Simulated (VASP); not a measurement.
# COH4 in VASP: further runs, part 2 of 2

VASP 6.6.1.

## 3. Relaxation of the atoms, PBE

Contents of INCAR:

```
PREC = Accurate
ENCUT = 520
EDIFF = 1E-7
ISMEAR = 0
SIGMA = 0.005
LREAL = False
LASPH = True
NELM = 100
ALGO = Normal
ISIF = 2
LWAVE = False
LCHARG = False
GGA = PE
IBRION = 2
NSW = 100
EDIFFG = -0.01
ISYM = 0
```

Contents of KPOINTS:

```
regular mesh
0
Gamma
  1 1 1
```

Contents of POSCAR:

```
H4CO
1.0
   14.0000000000      0.0000000000      0.0000000000
    0.0000000000     14.5000000000      0.0000000000
    0.0000000000      0.0000000000     15.0000000000
C O H
1 1 4
Direct
    0.4605266889      0.4842941135      0.4802471134
    0.5494967888      0.4562889341      0.4524670577
    0.4525716274      0.4766652276      0.5541831080
    0.4045571419      0.4423966972      0.4458168920
    0.4475721611      0.5576033028      0.4619731533
    0.5954428581      0.4962163611      0.4849295411
```

Potentials or basis: VASP PAW PBE potentials, release 64 (C, O, H).

Launch:

```sh
$ cat potpaw_PBE.64/C/POTCAR potpaw_PBE.64/O/POTCAR potpaw_PBE.64/H/POTCAR > POTCAR
$ mpirun -np 1 vasp_gam > vasp.out
```

OUTCAR:

```text
PREC = Accurate
   ENCUT = 520
   EDIFF = 1E-7
   ISMEAR = 0
   LREAL = False
   LASPH = True
   NELM = 100
   ISIF = 2
   GGA = PE
   IBRION = 2
   NSW = 100
   EDIFFG = -0.01
   ISYM = 0

 ion  position               nearest neighbor table
   1  0.461  0.484  0.480-   5 1.11   4 1.12   3 1.12   2 1.37
   2  0.549  0.456  0.452-   6 0.99   1 1.37
   3  0.453  0.477  0.554-   1 1.12
   4  0.405  0.442  0.446-   1 1.12
   5  0.448  0.558  0.462-   1 1.11
   6  0.595  0.496  0.485-   2 0.99

IMPORTANT INFORMATION: All symmetrisations will be switched off!
NOSYMM: (Re-)initialisation of all symmetry stuff for point group C_1.

----------------------------------------------------------------------------------------

                                     Primitive cell

  volume of cell :    3045.0000

  direct lattice vectors                    reciprocal lattice vectors
    14.000000000  0.000000000  0.000000000     0.071428571  0.000000000  0.000000000
     0.000000000 14.500000000  0.000000000     0.000000000  0.068965517  0.000000000
     0.000000000  0.000000000 15.000000000     0.000000000  0.000000000  0.066666667

  length of vectors
    14.000000000 14.500000000 15.000000000     0.071428571  0.068965517  0.066666667

  position of ions in fractional coordinates (direct lattice)
     0.460526689  0.484294113  0.480247113
     0.549496789  0.456288934  0.452467058
     0.452571627  0.476665228  0.554183108
     0.404557142  0.442396697  0.445816892
     0.447572161  0.557603303  0.461973153
     0.595442858  0.496216361  0.484929541

  ion indices of the primitive-cell ions
   primitive index   ion index
                 1           1
                 2           2
                 3           3
                 4           4
                 5           5
                 6           6

----------------------------------------------------------------------------------------

 KPOINTS: regular mesh

Automatic generation of k-mesh.
 Grid dimensions read from file:
 generate k-points for:    1    1    1

 Generating k-lattice:

  Cartesian coordinates                     Fractional coordinates (reciprocal lattice)
     0.071428571  0.000000000  0.000000000     1.000000000  0.000000000  0.000000000
     0.000000000  0.068965517  0.000000000     0.000000000  1.000000000  0.000000000
     0.000000000  0.000000000  0.066666667     0.000000000  0.000000000  1.000000000

  Length of vectors
     0.071428571  0.068965517  0.066666667

  Shift w.r.t. Gamma in fractional coordinates (k-lattice)
     0.000000000  0.000000000  0.000000000

 Subroutine IBZKPT returns following result:
 ===========================================

 Found      1 irreducible k-points:

 Following reciprocal coordinates:
            Coordinates               Weight
  0.000000  0.000000  0.000000      1.000000
   k-points           NKPTS =      1   k-points in BZ     NKDIM =      1   number of bands    NBANDS=     11
   number of dos      NEDOS =    301   number of ions     NIONS =      6
   total plane-waves  NPLWV = ******
   dimension x,y,z NGX =   108 NGY =  108 NGZ =  112
   dimension x,y,z NGXF=   216 NGYF=  216 NGZF=  224
   ions per type =               1   1   4
   NGX,Y,Z   is equivalent  to a cutoff of  12.82, 12.38, 12.41 a.u.
   NGXF,Y,Z  is equivalent  to a cutoff of  25.65, 24.76, 24.83 a.u.
 SYSTEM =  unknown system
   PREC   = accura    normal or accurate (medium, high low for compatibility)
   ISTART =      0    job   : 0-new  1-cont  2-samecut
   ICHARG =      2    charge: 1-file 2-atom 10-const
   ISPIN  =      1    spin polarized calculation?
   LNONCOLLINEAR =      F non collinear calculations
   LSORBIT =      F    spin-orbit coupling
   LASPH  =      T    aspherical Exc in radial PAW
   ENCUT  =  520.0 eV  38.22 Ry    6.18 a.u.  26.03 26.96 27.89*2*pi/ulx,y,z
   NELM   =    100;   NELMIN=  2; NELMDL= -5     # of ELM steps
   EDIFF  = 0.1E-06   stopping-criterion for ELM
   LREAL  =      F    real-space projection
   EDIFFG = -.1E-01   stopping-criterion for IOM
   NSW    =    100    number of steps for IOM
   IBRION =      2    ionic relax: 0-MD 1-quasi-New 2-CG
   NFREE  =      1    steps in history (QN), initial steepest desc. (CG)
   ISIF   =      2    stress and relaxation
   ISYM   =      0    0-nonsym 1-usesym 2-fastsym
   POTIM  = 0.5000    time-step for ionic-motion
   TEBEG  =    0.0;   TEEND  =   0.0 temperature during run
   PSTRESS=    0.0 pullay stress
   NELECT =      14.0000    total number of electrons
   NUPDOWN=      -1.0000    fix difference up-down
   EMIN   =  10.00;   EMAX   =-10.00  energy-range for DOS
   EFERMI =   0.00;   METHOD = LEGACY
   ISMEAR =     0;   SIGMA  =   0.01  broadening in eV -4-tet -1-fermi 0-gaus
   EFERMI_NEDOS =   21; number of points for ismear=-14 and -15
   IALGO  =     38    algorithm
   IMIX   =      4    mixing-type and parameters
     AMIX     =   0.40;   BMIX     =  1.00
     AMIX_MAG =   1.60;   BMIX_MAG =  1.00
  volume/ion in A,a.u.               =     507.50      3424.78
  Fermi-wavevector in a.u.,A,eV,Ry     =   0.272221  0.514423  1.008250  0.074104
  Thomas-Fermi vector in A             =   1.112538
   LORBIT       =      0    0 simple, 1 ext, 2 COOP (PROOUT), +10 PAW based schemes
   GGA     = PE    functional components
   LHFCALC =     F    Hartree Fock is set to
   AEXX    =    0.0000 exact exchange contribution
   IVDW    =     0    specifies the selected vdW correction
   LEPSILON=     F    determine dielectric tensor
   LRPA    =     F    only Hartree local field effects (RPA)
 conjugate gradient relaxation of ions
 non-spin polarized calculation
 Gauss-broadening in eV      SIGMA  =   0.01
  energy-cutoff  :      520.00
  volume of cell :     3045.00
 maximum number of plane-waves:     40942
 NGX is ok and might be reduce to   108
   NGX = 53   NGY = 53   NGZ = 55

--------------------------------------- Ionic step        1  -------------------------------------------

 number of electron      14.0000007 magnetization

 Free energy of the ion-electron system (eV)
  ---------------------------------------------------
  ext. energy  EPLUGINS =         0.00000000
  ---------------------------------------------------
  free energy    TOTEN  =       -30.12604405 eV

  energy without entropy =      -30.12604405  energy(sigma->0) =      -30.12604405

------------------------ aborting loop because EDIFF is reached ----------------------------------------

  FORCE on cell =-STRESS in cart. coord.  units (eV):
  Direction    XX          YY          ZZ          XY          YZ          ZX
  --------------------------------------------------------------------------------------
  -------------------------------------------------------------------------------------
  Total        1.8265813     -0.5045194     -0.8126085     -1.4685144     -0.0872914     -1.4672340
  in kB        0.9610861     -0.2654613     -0.4275675     -0.7726833     -0.0459298     -0.7720096
  external PRESSURE =       0.0893524 kB  Pullay stress =       0.0000000 kB
[... 101 lines left out ...]
  FREE ENERGIE OF THE ION-ELECTRON SYSTEM (eV)
  ---------------------------------------------------
  free  energy   TOTEN  =       -30.1964221874 eV

  energy  without entropy=      -30.1964221874  energy(sigma->0) =      -30.19642219

[... ionic steps 4 to 19 ...]

--------------------------------------- Ionic step       20  -------------------------------------------

 number of electron      14.0000008 magnetization

------------------------ aborting loop because EDIFF is reached ----------------------------------------

  FORCE on cell =-STRESS in cart. coord.  units (eV):
  Direction    XX          YY          ZZ          XY          YZ          ZX
  --------------------------------------------------------------------------------------
  -------------------------------------------------------------------------------------
  Total       -0.0968674     -0.1045340     -0.1042919      0.0009155      0.0126106      0.0057101
  in kB       -0.0509684     -0.0550023     -0.0548749      0.0004817      0.0066353      0.0030045
  external PRESSURE =      -0.0536152 kB  Pullay stress =       0.0000000 kB
[... 65 lines left out ...]
  energy  without entropy=      -30.2254630550  energy(sigma->0) =      -30.22546306

--------------------------------------- Ionic step       22  -------------------------------------------

 number of electron      14.0000008 magnetization

 Free energy of the ion-electron system (eV)
  ---------------------------------------------------
  ext. energy  EPLUGINS =         0.00000000
  ---------------------------------------------------
  free energy    TOTEN  =       -30.22546689 eV

  energy without entropy =      -30.22546689  energy(sigma->0) =      -30.22546689

 E-fermi :  -6.2008     XC(G=0):  -0.2955

 val. band max:       -6.2390731971   @ k =   0.0000   0.0000   0.0000
 cond. band min:      -0.6590286319   @ k =   0.0000   0.0000   0.0000
 fundamental gap:      5.5800445652
 Fermi energy:        -6.2007934843

 k-point     1 :       0.0000    0.0000    0.0000
  band No.  band energies     occupation
      1     -25.3476      2.00000
      2     -16.7647      2.00000
      3     -12.3881      2.00000
      4     -10.5361      2.00000
      5     -10.2499      2.00000
      6      -7.9334      2.00000
      7      -6.2391      2.00000
      8      -0.6590      0.00000
      9      -0.0659      0.00000
     10       0.2794      0.00000
     11       0.4249      0.00000
[... 31 lines left out ...]
  FREE ENERGIE OF THE ION-ELECTRON SYSTEM (eV)
  ---------------------------------------------------
  free  energy   TOTEN  =       -30.2254668912 eV

  energy  without entropy=      -30.2254668912  energy(sigma->0) =      -30.22546689

 reached required accuracy - stopping structural energy minimisation
```

OSZICAR:

```text
N       E                     dE             d eps       ncg     rms          rms(c)
DAV:   1     0.695836439638E+02    0.69584E+02   -0.35032E+03    38   0.607E+02
DAV:   2    -0.197426068942E+02   -0.89326E+02   -0.88968E+02    44   0.151E+02
DAV:   3    -0.332187831024E+02   -0.13476E+02   -0.13456E+02    36   0.667E+01
[... 323 lines left out ...]
DAV:   2    -0.302254663276E+02    0.49116E-07   -0.83885E-06    25   0.283E-02    0.334E-03
DAV:   3    -0.302254664979E+02   -0.17031E-06   -0.11292E-06    33   0.997E-03    0.148E-03
DAV:   4    -0.302254666528E+02   -0.15493E-06   -0.13482E-07    33   0.350E-03    0.763E-04
DAV:   5    -0.302254668581E+02   -0.20527E-06   -0.77402E-09    25   0.138E-03    0.156E-04
DAV:   6    -0.302254668912E+02   -0.33106E-07    0.72168E-09    36   0.521E-04
  22 F= -.30225467E+02 E0= -.30225467E+02  d E =-.990377E-05
```

Wall time 50 min (1 thread of Intel Xeon Platinum 8259CL at 2.50GHz (Skylake/Cascade Lake), shared host); peak memory 1.9 GiB.

Results:

```yaml
Free_energy: -30.2255 eV
Energy_gained_by_relaxing: 16.6 meV/atom
Ionic_steps: 22
Largest_force_after_relaxing: 0.007 eV/Å
Gap_between_the_frontier_levels: 5.58 eV
```

Forces in eV/Å, atoms in the order of the input:
```
C   -0.006  0.000 -0.001
O    0.006 -0.002  0.004
H    0.003  0.002 -0.002
H    0.000  0.000 -0.001
H    0.000  0.001  0.002
H   -0.002 -0.001 -0.003
```

The path:
```tsv
step	energy change (eV)	largest force (eV/Å)	pressure (GPa)
1	0.0000	2.3280	0.01
2	0.4912	7.9768	0.09
3	-0.0704	0.5496	0.01
4	-0.0704	0.5226	0.01
5	-0.0708	0.9743	-0.01
6	-0.0780	0.3747	0.00
7	-0.0893	0.2290	0.00
8	-0.0930	0.4315	0.00
9	-0.0923	0.5940	-0.01
10	-0.0962	0.2037	-0.01
11	-0.0981	0.1773	0.00
12	-0.0981	0.1791	0.00
13	-0.0989	0.1314	0.00
14	-0.0991	0.0708	0.00
15	-0.0993	0.0820	-0.01
16	-0.0993	0.0583	0.00
17	-0.0993	0.0520	-0.01
18	-0.0994	0.0238	-0.01
19	-0.0994	0.0134	-0.01
20	-0.0994	0.0169	-0.01
21	-0.0994	0.0183	0.00
22	-0.0994	0.0073	-0.01
```

Final structure:
```cif
data_structure
_symmetry_space_group_name_H-M 'P 1'
_symmetry_Int_Tables_number 1
_cell_length_a 14.0000
_cell_length_b 14.5000
_cell_length_c 15.0000
_cell_angle_alpha 90.000
_cell_angle_beta 90.000
_cell_angle_gamma 90.000
_cell_volume 3045.00
loop_
_atom_site_label
_atom_site_type_symbol
_atom_site_fract_x
_atom_site_fract_y
_atom_site_fract_z
_atom_site_occupancy
C1 C 0.45899 0.48585 0.48114 1
O1 O 0.55162 0.45627 0.45256 1
H1 H 0.44876 0.47723 0.55361 1
H2 H 0.40708 0.44196 0.44652 1
H3 H 0.44454 0.55831 0.46314 1
H4 H 0.59917 0.49384 0.48265 1
```
